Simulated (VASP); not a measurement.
Input of a VASP 6.6.1 run:

Contents of INCAR:

```
SYSTEM = Mg
ALGO = Normal ; DIPOL = 0.5 0.5 0.500
EDIFF = 1E-7 ; ENCUT = 520
GGA = CA ; IDIPOL = 3
ISIF = 2 ; ISMEAR = 0
LASPH = .TRUE. ; LCHARG = .FALSE.
LDIPOL = .TRUE. ; LREAL = .FALSE.
LWAVE = .FALSE. ; NBANDS = 12
NELM = 60 ; PREC = Accurate
SIGMA = 0.1
```

KPOINTS

```
k-points
0
G
  9 6 1
  0 0 0
```

File POSCAR:

```
Mg
1.0
    3.1466128683      0.0000000000      0.0000000000
    0.0000000000      5.0388886594      0.0000000000
    0.0000000000      0.0000000000     17.6333955731
Mg
4
Direct
    0.0000000000      0.7500000000      0.3969740241
    0.5000000000      0.2500000000      0.4484870121
    0.5000000000      0.7500000000      0.5560705089
    0.0000000000      0.2500000000      0.6002595296
```

Potentials or basis: VASP PAW LDA potentials, release 64 (Mg).

Command:

```console
$ cat potpaw_LDA.64/Mg/POTCAR > POTCAR
$ mpirun -np 1 vasp_std > vasp.out
```

**Question.** What does it give for the band gap on the k mesh?

**Answer.** Zero (band 4 reaches -1.22 eV, above the bottom of band 5 at -2.17 eV).

**Question.** Estimate the largest force.

**Answer.** 0.174 eV/Å.

Forces in eV/Å, atoms in the order of the input:
```
Mg   0.000  0.000  0.174
Mg   0.000  0.000 -0.149
Mg   0.000  0.000 -0.007
Mg   0.000  0.000 -0.019
```
